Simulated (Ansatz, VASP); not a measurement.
**GaN: VASP beside Ansatz**

INCAR

```
  PREC = Accurate
  ENCUT = 600
  EDIFF = 1E-6
  ISMEAR = 0
  SIGMA = 0.05
  LREAL = False
  LASPH = True
  NELM = 120
  ALGO = Normal
  ISIF = 2
  LWAVE = False
  LCHARG = False
  GGA = PE
  NBANDS = 16
  GGA_COMPAT = False
```

The input KPOINTS:

```
Automatic mesh
0
Gamma
  13 13 13
```

Contents of POSCAR:

```
GaN
1.0
    0.0000000000      2.1352350000      2.1352350000
    2.1352350000      0.0000000000      2.1352350000
    2.1352350000      2.1352350000      0.0000000000
Ga N
1 1
Direct
    0.0000000000      0.0000000000      0.0000000000
    0.5023416626      0.5023416626      0.4976583374
```

Input for Ansatz:

```yaml
crystal:
  lattice:
    - [0.0, 2.135235, 2.135235]
    - [2.135235, 0.0, 2.135235]
    - [2.135235, 2.135235, 0.0]
  atoms:
    - { symbol: Ga, position: [0.0, 0.0, 0.0] }
    - { symbol: "N", position: [0.5023416626, 0.5023416626, 0.4976583374] }
hamiltonian:
  xc: pbe
kpoints:
  mp_grid: { grid: [13, 13, 13] }
scf:
  occupations: { method: gaussian, width: 0.05 }
  convergence: { dr2_threshold: 1.0e-11 }
basis:
  ecutwfc: 600
output:
  forces: true
```

Alike in both runs: task single point; functional PBE; k mesh 13 × 13 × 13; occupations gaussian, width 0.05 eV; no spin polarisation.

|  | VASP | Ansatz |
| --- | --- | --- |
| version | VASP 6.6.1 | Ansatz 0.2.0 |
| potentials or method | VASP PAW PBE potentials, release 64 (Ga_d, N), cutoff 600 eV | scalar-relativistic, plane waves, PAW |
| valence electrons in the cell | 18 | 18 |

```csv
,VASP,Ansatz,Ansatz less VASP
rms of the force components (eV/Å),0.011,0.011,-0.0004
```

Atom by atom the forces differ by 0.000 eV/Å (rms over components).
